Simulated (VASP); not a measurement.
# N (Fd-3m) in VASP: notebook

The runs below take N through single point, with r2SCAN.

Everything below comes from runs of VASP 6.6.1. Logs are shortened: lines on timing, memory, paths and dates and some standing lists are left out, and cuts for length are marked.

## Step 1: The cell of the first run

The structure is cubic, space group Fd-3m (No. 227). Conventional cell: a = 4.072 Å, b = 4.072 Å, c = 4.072 Å, α = 90.00°, β = 90.00°, γ = 90.00°. N (site symmetry -43m) has 4 N at 1.76 Å within 2.3 Å.

## Step 2: Single point, r2SCAN

POSCAR reads:

```
N
1.0
    0.0000000000      2.0362476927      2.0362476927
    2.0362476927      0.0000000000      2.0362476927
    2.0362476927      2.0362476927      0.0000000000
N
2
Direct
    0.0000000000      0.0000000000      0.0000000000
    0.2500000000      0.2500000000      0.2500000000
```

INCAR.step1 reads:

```
ALGO = Normal
EDIFF = 1E-4
ENCUT = 520
GGA = PE
ISMEAR = -1
LASPH = T
LCHARG = F
LREAL = F
LWAVE = T
NBANDS = 12
NELM = 80
PREC = Accurate
SIGMA = 0.1
```

INCAR.step2 reads:

```
ALGO = Normal
EDIFF = 1E-6
ENCUT = 520
ISIF = 2
ISMEAR = -1
ISTART = 1
LASPH = T
LCHARG = T
LELF = T
LMIXTAU = T
LREAL = F
LVHAR = T
LWAVE = F
METAGGA = R2SCAN
NBANDS = 12
NELM = 80
PREC = Accurate
SIGMA = 0.1
```

KPOINTS reads:

```
k-points
0
Gamma
  14 14 14
```

Potentials or basis: VASP PAW PBE potentials, release 64 (N).

The run is started by

```bash
cat potpaw_PBE.64/N/POTCAR > POTCAR
cp INCAR.step1 INCAR
mpirun -np 1 vasp_std > vasp.out
cp INCAR.step2 INCAR
mpirun -np 1 vasp_std > vasp.out
```

OUTCAR:

```text
EDIFF = 1E-6
   ENCUT = 520
   ISIF = 2
   ISMEAR = -1
   ISTART = 1
   LASPH = T
   LREAL = F
   METAGGA = R2SCAN
   NELM = 80
   PREC = Accurate

 ion  position               nearest neighbor table
   1  0.000  0.000  0.000-   2 1.76   2 1.76   2 1.76   2 1.76
   2  0.250  0.250  0.250-   1 1.76   1 1.76   1 1.76   1 1.76

  LATTYP: Found a face centered cubic cell.
 ALAT       =     4.0724953854

  Lattice vectors:

 A1 = (   0.0000000000,   2.0362476927,   2.0362476927)
 A2 = (   2.0362476927,   0.0000000000,   2.0362476927)
 A3 = (   2.0362476927,   2.0362476927,   0.0000000000)

Analysis of symmetry for initial positions (statically):
=====================================================================
 Subroutine PRICEL returns:
 Original cell was already a primitive cell.

 Routine SETGRP: Setting up the symmetry group for a
 face centered cubic supercell.

 Subroutine GETGRP returns: Found 48 space group operations
 (whereof 24 operations were pure point group operations)
 out of a pool of 48 trial point group operations.

The static configuration has the point symmetry T_d .
 The point group associated with its full space group is O_h .

Analysis of symmetry for dynamics (positions and initial velocities):
=====================================================================
 Subroutine PRICEL returns:
 Original cell was already a primitive cell.

 Routine SETGRP: Setting up the symmetry group for a
 face centered cubic supercell.

 Subroutine GETGRP returns: Found 48 space group operations
 (whereof 24 operations were pure point group operations)
 out of a pool of 48 trial point group operations.

The dynamic configuration has the point symmetry T_d .
 The point group associated with its full space group is O_h .

 Subroutine INISYM returns: Found 48 space group operations
 (whereof 24 operations are pure point group operations),
 and found     1 'primitive' translations

----------------------------------------------------------------------------------------

                                     Primitive cell

  volume of cell :      16.8858

  direct lattice vectors                    reciprocal lattice vectors
     0.000000000  2.036247693  2.036247693    -0.245549695  0.245549695  0.245549695
     2.036247693  0.000000000  2.036247693     0.245549695 -0.245549695  0.245549695
     2.036247693  2.036247693  0.000000000     0.245549695  0.245549695 -0.245549695

  length of vectors
     2.879689103  2.879689103  2.879689103     0.425304548  0.425304548  0.425304548

  position of ions in fractional coordinates (direct lattice)
     0.000000000  0.000000000  0.000000000
     0.250000000  0.250000000  0.250000000

  ion indices of the primitive-cell ions
   primitive index   ion index
                 1           1
                 2           2

----------------------------------------------------------------------------------------

 KPOINTS: k-points

Automatic generation of k-mesh.
 Grid dimensions read from file:
 generate k-points for:   14   14   14

 Generating k-lattice:

  Cartesian coordinates                     Fractional coordinates (reciprocal lattice)
    -0.017539264  0.017539264  0.017539264     0.071428571  0.000000000  0.000000000
     0.017539264 -0.017539264  0.017539264     0.000000000  0.071428571  0.000000000
     0.017539264  0.017539264 -0.017539264     0.000000000  0.000000000  0.071428571

  Length of vectors
     0.030378896  0.030378896  0.030378896

  Shift w.r.t. Gamma in fractional coordinates (k-lattice)
     0.000000000  0.000000000  0.000000000

 Subroutine IBZKPT returns following result:
 ===========================================

 Found    104 irreducible k-points:

 Following reciprocal coordinates:
            Coordinates               Weight
  0.000000  0.000000  0.000000      1.000000
  0.071429  0.000000  0.000000      8.000000
  0.142857  0.000000  0.000000      8.000000
  0.214286  0.000000  0.000000      8.000000
  0.285714  0.000000  0.000000      8.000000
  0.357143  0.000000  0.000000      8.000000
[... 16 lines left out ...]
  0.214286  0.142857  0.000000     24.000000
  0.285714  0.142857  0.000000     24.000000
 [... further k-points ...]
   k-points           NKPTS =    104   k-points in BZ     NKDIM =    104   number of bands    NBANDS=     12
   number of dos      NEDOS =    301   number of ions     NIONS =      2
   total plane-waves  NPLWV =  13824
   dimension x,y,z NGX =    24 NGY =   24 NGZ =   24
   dimension x,y,z NGXF=    48 NGYF=   48 NGZF=   48
   ions per type =               2
   NGX,Y,Z   is equivalent  to a cutoff of  13.86, 13.86, 13.86 a.u.
   NGXF,Y,Z  is equivalent  to a cutoff of  27.71, 27.71, 27.71 a.u.
 SYSTEM =  unknown system
   PREC   = accura    normal or accurate (medium, high low for compatibility)
   ISTART =      1    job   : 0-new  1-cont  2-samecut
   ICHARG =      0    charge: 1-file 2-atom 10-const
   ISPIN  =      1    spin polarized calculation?
[... 70 lines left out ...]
      9      16.9855      0.00000
     10      28.9043      0.00000
     11      28.9043      0.00000
     12      29.1759      0.00000

 k-point     2 :       0.0714    0.0000    0.0000
  band No.  band energies     occupation
      1     -17.4095      2.00000
      2      -1.5087      2.00000
      3       1.0069      2.00000
      4       1.0069      2.00000
      5       1.6268      2.00000
      6       5.9398      0.01194
      7       5.9398      0.01193
      8       5.9950      0.00689
      9      17.1960      0.00000
     10      27.4082      0.00000
     11      27.4082      0.00000
     12      28.3784      0.00000

 k-point     3 :       0.1429    0.0000    0.0000
  band No.  band energies     occupation
      1     -17.1193      2.00000
      2      -3.0463      2.00000
      3       0.7085      2.00000
      4       0.7085      2.00000
      5       2.0977      2.00000
      6       6.3212      0.00026
      7       6.3212      0.00026
      8       6.6441      0.00001
      9      17.7325      0.00000
     10      26.2239      0.00000
     11      26.2239      0.00000
     12      27.0206      0.00000

 k-point     4 :       0.2143    0.0000    0.0000
  band No.  band energies     occupation
      1     -16.6488      2.00000
      2      -4.7122      2.00000
      3       0.3431      2.00000
      4       0.3431      2.00000
      5       2.1933      2.00000
      6       6.7913      0.00000
      7       6.7913      0.00000
      8       7.6493      0.00000
      9      18.3736      0.00000
     10      25.5053      0.00000
     11      25.5054      0.00000
     12      25.7542      0.00000

 k-point     5 :       0.2857    0.0000    0.0000
  band No.  band energies     occupation
      1     -16.0254      2.00000
      2      -6.3466      2.00000
      3      -0.0014      2.00000
      4      -0.0014      2.00000
      5       2.0899      2.00000
      6       7.2281      0.00000
      7       7.2281      0.00000
      8       8.7800      0.00000
      9      18.9251      0.00000
     10      24.6098      0.00000
     11      25.2413      0.00000
     12      25.2413      0.00000
[... 228 lines left out ...]
      1     -17.2473      2.00000
      2      -2.4083      2.00000
      3       0.4824      2.00000
      4       0.9752      2.00000
      5       2.1718      2.00000
      6       6.0044      0.00627
      7       6.0925      0.00260
      8       6.5420      0.00003
      9      17.5156      0.00000
     10      25.9680      0.00000
     11      26.3740      0.00000
     12      29.7181      0.00000

 k-point    22 :       0.1429    0.1429    0.0000
  band No.  band energies     occupation
      1     -16.9871      2.00000
      2      -3.2975      2.00000
      3       0.0876      2.00000
      4       0.0876      2.00000
      5       3.2911      2.00000
      6       5.3118      1.52410
      7       7.0747      0.00000
      8       7.0747      0.00000
      9      18.0022      0.00000
     10      22.9702      0.00000
     11      29.6629      0.00000
     12      30.2362      0.00000

 k-point    23 :       0.2143    0.1429    0.0000
  band No.  band energies     occupation
      1     -16.6365      2.00000
      2      -4.3827      2.00000
      3      -0.3314      2.00000
      4      -0.3041      2.00000
      5       3.7098      2.00000
      6       5.3421      1.40569
      7       7.5969      0.00000
      8       7.7119      0.00000
      9      18.5098      0.00000
     10      21.9032      0.00000
     11      28.7583      0.00000
     12      29.6981      0.00000

 k-point    24 :       0.2857    0.1429    0.0000
  band No.  band energies     occupation
      1     -16.1137      2.00000
      2      -5.7356      2.00000
      3      -0.8304      2.00000
      4      -0.6380      2.00000
      5       3.8100      2.00000
      6       5.7995      0.04768
      7       8.0579      0.00000
      8       8.4834      0.00000
      9      19.0057      0.00000
     10      21.3064      0.00000
     11      27.9862      0.00000
     12      28.7081      0.00000

 [... further k-points ...]

------------------------ aborting loop because EDIFF is reached ----------------------------------------

  FORCE on cell =-STRESS in cart. coord.  units (eV):
  Direction    XX          YY          ZZ          XY          YZ          ZX
  --------------------------------------------------------------------------------------
  -------------------------------------------------------------------------------------
  Total        1.2276488      1.2276488      1.2276488      0.0000000      0.0000000     -0.0000000
  in kB      116.4830944    116.4830944    116.4830944      0.0000000      0.0000000     -0.0000000
  external PRESSURE =     116.4830944 kB  Pullay stress =       0.0000000 kB

 VOLUME and BASIS-vectors are now :
 -----------------------------------------------------------------------------
  energy-cutoff  :      520.00
  volume of cell :       16.89
      direct lattice vectors                 reciprocal lattice vectors
     0.000000000  2.036247693  2.036247693    -0.245549695  0.245549695  0.245549695
     2.036247693  0.000000000  2.036247693     0.245549695 -0.245549695  0.245549695
     2.036247693  2.036247693  0.000000000     0.245549695  0.245549695 -0.245549695

 POSITION                                       TOTAL-FORCE (eV/Angst)
 -----------------------------------------------------------------------------------
      0.00000      0.00000      0.00000         0.000000      0.000000      0.000000
      1.01812      1.01812      1.01812        -0.000000     -0.000000     -0.000000
 -----------------------------------------------------------------------------------
    total drift:                               -0.000000      0.000000      0.000000

  FREE ENERGIE OF THE ION-ELECTRON SYSTEM (eV)
  ---------------------------------------------------
  free  energy   TOTEN  =       -11.6069911257 eV

  energy  without entropy=      -11.5857079812  energy(sigma->0) =      -11.59634955
```

Wall time 62 s (1 thread of Intel Xeon Platinum 8488C (Sapphire Rapids), shared host); peak memory 0.14 GiB.

What came out:

```
Free energy            : -11.6070 eV
Pressure               : 11.6 GPa
Band gap on the k mesh : zero (bands 5 and 6 overlap by 2.01 eV)
```

Levels at points of the mesh, in eV from the Fermi level:
```tsv
k point	band 1	band 2	band 3	band 4	band 5	band 6	band 7	band 8	band 9	band 10
(0.00, 0.00, 0.00)	-22.94	-6.07	-4.30	-4.30	-4.30	0.36	0.36	0.36	11.56	23.48
(0.50, 0.00, 0.00)	-19.78	-14.84	-5.93	-5.93	-3.64	2.40	2.40	5.40	14.52	16.68
(0.50, 0.50, 0.00)	-17.08	-17.08	-7.85	-7.85	-0.84	-0.84	5.53	5.53	13.93	13.93
```

Caveat: the cell stands under pressure; the PAW data sets were made with another functional, which shifts forces and pressure a little.

## Step 3: Single point, r2SCAN

POSCAR is that of step 2.

INCAR.step1 reads:

```
SYSTEM = N
PREC = Accurate ; ENCUT = 520
ISMEAR = -1 ; SIGMA = 0.1
LREAL = .False. ; LASPH = .True.
NELM = 80 ; NBANDS = 12
GGA = PE ; ALGO = Normal
EDIFF = 1E-4 ; LWAVE = .True.
LCHARG = .False.
```

INCAR.step2 reads:

```
SYSTEM = N
PREC = Accurate ; ENCUT = 520
EDIFF = 1E-6 ; ISMEAR = -1
SIGMA = 0.1 ; LREAL = .False.
LASPH = .True. ; NELM = 80
ALGO = Normal ; ISIF = 2
LWAVE = .False. ; LCHARG = .True.
METAGGA = R2SCAN ; LMIXTAU = .True.
LELF = .True. ; LVHAR = .True.
NBANDS = 12 ; ISTART = 1
```

KPOINTS reads:

```
Automatic mesh
0
Gamma
  14 14 14
  0 0 0
```

Potentials or basis: VASP PAW PBE potentials, release 64 (N).

The run is started by

```bash
cat potpaw_PBE.64/N/POTCAR > POTCAR
cp INCAR.step1 INCAR
mpirun -np 1 vasp_std > vasp.out
cp INCAR.step2 INCAR
mpirun -np 1 vasp_std > vasp.out
```

Run time: 55 s. Hardware: 1 thread of Intel Xeon Platinum 8488C (Sapphire Rapids), shared host; peak memory 0.14 GiB.

It converged, with:

| Property | Result |
| --- | --- |
| Free energy | -11.6070 eV |
| Pressure | 11.6 GPa |
| Band gap on the k mesh | zero (bands 5 and 6 overlap by 2.01 eV) |

Levels at points of the mesh, in eV from the Fermi level:
| k point | band 3 | band 4 | band 5 | band 6 | band 7 | band 8 |
| --- | --- | --- | --- | --- | --- | --- |
| (0.00, 0.00, 0.00) | -4.30 | -4.30 | -4.30 | 0.36 | 0.36 | 0.36 |
| (0.50, 0.00, 0.00) | -5.93 | -5.93 | -3.64 | 2.40 | 2.40 | 5.40 |
| (0.50, 0.50, 0.00) | -7.85 | -7.85 | -0.84 | -0.84 | 5.53 | 5.53 |

Caveat: the cell stands under pressure; the PAW data sets were made with another functional, which shifts forces and pressure a little.

## Step 4: Single point, r2SCAN

This run uses another cell than the first one, of 8.72 Å³/atom.

POSCAR reads:

```
N
1.0
    0.0000000000      2.0581445081      2.0581445081
    2.0581445081      0.0000000000      2.0581445081
    2.0581445081      2.0581445081      0.0000000000
N
2
Direct
    0.0000000000      0.0000000000      0.0000000000
    0.2500000000      0.2500000000      0.2500000000
```

INCAR.step1 reads:

```
SYSTEM = N
ALGO = Normal
EDIFF = 1E-4
ENCUT = 520
GGA = PE
ISMEAR = -1
LASPH = .TRUE.
LCHARG = .FALSE.
LREAL = .FALSE.
LWAVE = .TRUE.
NBANDS = 12
NELM = 80
PREC = Accurate
SIGMA = 0.1
```

INCAR.step2 reads:

```
SYSTEM = N
ALGO = Normal
EDIFF = 1E-7
ENCUT = 520
ISIF = 2
ISMEAR = -1
ISTART = 1
LASPH = .TRUE.
LCHARG = .FALSE.
LMIXTAU = .TRUE.
LREAL = .FALSE.
LWAVE = .FALSE.
METAGGA = R2SCAN
NBANDS = 12
NELM = 80
PREC = Accurate
SIGMA = 0.1
```

KPOINTS reads:

```
k-points
0
G
  14 14 14
  0 0 0
```

The run is started by

```bash
cat potpaw_PBE.64/N/POTCAR > POTCAR
cp INCAR.step1 INCAR
mpirun -np 1 vasp_std > vasp.out
cp INCAR.step2 INCAR
mpirun -np 1 vasp_std > vasp.out
```

Wall time 56 s (1 thread of Intel Xeon Platinum 8488C (Sapphire Rapids), shared host); peak memory 0.14 GiB.

It converged, with:

| Property | Result |
| --- | --- |
| Free energy | -11.6372 eV |
| Pressure | 5.4 GPa |
| Band gap on the k mesh | zero (bands 5 and 6 overlap by 1.89 eV) |

Levels at points of the mesh, in eV from the Fermi level:
```
           k point  band 1  band 2  band 3  band 4  band 5  band 6  band 7  band 8  band 9  band 10
(0.00, 0.00, 0.00)  -22.45   -6.32   -4.10   -4.10   -4.10    0.45    0.45    0.45   11.44    23.34
(0.50, 0.00, 0.00)  -19.42  -14.53   -5.67   -5.67   -3.64    2.41    2.41    5.24   14.40    16.56
(0.50, 0.50, 0.00)  -16.78  -16.78   -7.52   -7.52   -0.78   -0.78    5.39    5.39   13.82    13.82
```

Caveat: the cell stands under pressure; the PAW data sets were made with another functional, which shifts forces and pressure a little.

## Step 5: Single point, r2SCAN

This run uses another cell than the first one, of 8.72 Å³/atom.

POSCAR is that of step 4.

INCAR.step1 reads:

```
ALGO = Normal
EDIFF = 1E-4
ENCUT = 520
GGA = PE
ISMEAR = -1
LASPH = True
LCHARG = False
LREAL = False
LWAVE = True
NBANDS = 12
NELM = 80
PREC = Accurate
SIGMA = 0.1
```

INCAR.step2 reads:

```
ALGO = Normal
EDIFF = 1E-7
ENCUT = 520
ISIF = 2
ISMEAR = -1
ISTART = 1
LASPH = True
LCHARG = False
LMIXTAU = True
LREAL = False
LWAVE = False
METAGGA = R2SCAN
NBANDS = 12
NELM = 80
PREC = Accurate
SIGMA = 0.1
```

KPOINTS reads:

```
k-points
0
Gamma
  14 14 14
```

The run is started by

```bash
cat potpaw_PBE.64/N/POTCAR > POTCAR
cp INCAR.step1 INCAR
mpirun -np 1 vasp_std > vasp.out
cp INCAR.step2 INCAR
mpirun -np 1 vasp_std > vasp.out
```

Run time: 56 s. Hardware: 1 thread of Intel Xeon Platinum 8488C (Sapphire Rapids), shared host; peak memory 0.14 GiB.

Results (log left out):

* Free energy: -11.6372 eV
* Pressure: 5.4 GPa
* Band gap on the k mesh: zero (bands 5 and 6 overlap by 1.89 eV)

Levels at points of the mesh, in eV from the Fermi level:
```tsv
k point	band 1	band 2	band 3	band 4	band 5	band 6	band 7	band 8	band 9	band 10
(0.00, 0.00, 0.00)	-22.45	-6.32	-4.10	-4.10	-4.10	0.45	0.45	0.45	11.44	23.34
(0.50, 0.00, 0.00)	-19.42	-14.53	-5.67	-5.67	-3.64	2.41	2.41	5.24	14.40	16.56
(0.50, 0.50, 0.00)	-16.78	-16.78	-7.52	-7.52	-0.78	-0.78	5.39	5.39	13.82	13.82
```

Caveat: the cell stands under pressure; the PAW data sets were made with another functional, which shifts forces and pressure a little.

## Step 6: Single point, r2SCAN

This run uses another cell than the first one, of 8.99 Å³/atom.

POSCAR reads:

```
N
1.0
    0.0000000000      2.0795850564      2.0795850564
    2.0795850564      0.0000000000      2.0795850564
    2.0795850564      2.0795850564      0.0000000000
N
2
Direct
    0.0000000000      0.0000000000      0.0000000000
    0.2500000000      0.2500000000      0.2500000000
```

INCAR.step1 reads:

```
SYSTEM = N
PREC = Accurate
ENCUT = 520
ISMEAR = -1
SIGMA = 0.1
LREAL = .False.
LASPH = .True.
NELM = 80
NBANDS = 12
GGA = PE
ALGO = Normal
EDIFF = 1E-4
LWAVE = .True.
LCHARG = .False.
```

INCAR.step2 reads:

```
SYSTEM = N
PREC = Accurate
ENCUT = 520
EDIFF = 1E-6
ISMEAR = -1
SIGMA = 0.1
LREAL = .False.
LASPH = .True.
NELM = 80
ALGO = Normal
ISIF = 2
LWAVE = .False.
LCHARG = .False.
METAGGA = R2SCAN
LMIXTAU = .True.
NBANDS = 12
ISTART = 1
```

KPOINTS reads:

```
regular mesh
0
Gamma
  14 14 14
  0 0 0
```

Potentials or basis: VASP PAW PBE potentials, release 64 (N).

The run is started by

```bash
cat potpaw_PBE.64/N/POTCAR > POTCAR
cp INCAR.step1 INCAR
mpirun -np 1 vasp_std > vasp.out
cp INCAR.step2 INCAR
mpirun -np 1 vasp_std > vasp.out
```

Wall time 61 s (1 thread of Intel Xeon Platinum 8488C (Sapphire Rapids), shared host); peak memory 0.14 GiB.

The run converged. Its results:

| Item | Value |
| --- | --- |
| Free energy | -11.6467 eV |
| Pressure | -0.2 GPa |
| Band gap on the k mesh | zero (bands 5 and 6 overlap by 1.78 eV) |

Levels at points of the mesh, in eV from the Fermi level:
```tsv
k point	band 3	band 4	band 5	band 6	band 7	band 8
(0.00, 0.00, 0.00)	-3.91	-3.91	-3.91	0.53	0.53	0.53
(0.50, 0.00, 0.00)	-5.43	-5.43	-3.64	2.43	2.43	5.08
(0.50, 0.50, 0.00)	-7.22	-7.22	-0.72	-0.72	5.26	5.26
```

Caveat: the PAW data sets were made with another functional, which shifts forces and pressure a little.

## Step 7: The runs side by side

| cell | gap on the mesh (eV) | pressure (GPa) |
| --- | --- | --- |
| a = 2.880 Å, angles 60.0°, 2 atoms | none | 11.6 |
| a = 2.911 Å, angles 60.0°, 2 atoms | none | 5.4 |
| a = 2.941 Å, angles 60.0°, 2 atoms | none | -0.2 |

Alike in all rows: task single point; level r2SCAN; potentials or basis VASP PAW PBE potentials, release 64 (N); no spin polarisation; k mesh 14 × 14 × 14; cutoff (eV) 520; smearing fermi-dirac 0.1 eV.

Caveats: the PAW data sets were made with another functional, which shifts forces and pressure a little; the cell stands under pressure (at least some runs).

Total energies depend on the potentials used, so only differences within one code and one set of settings carry meaning.
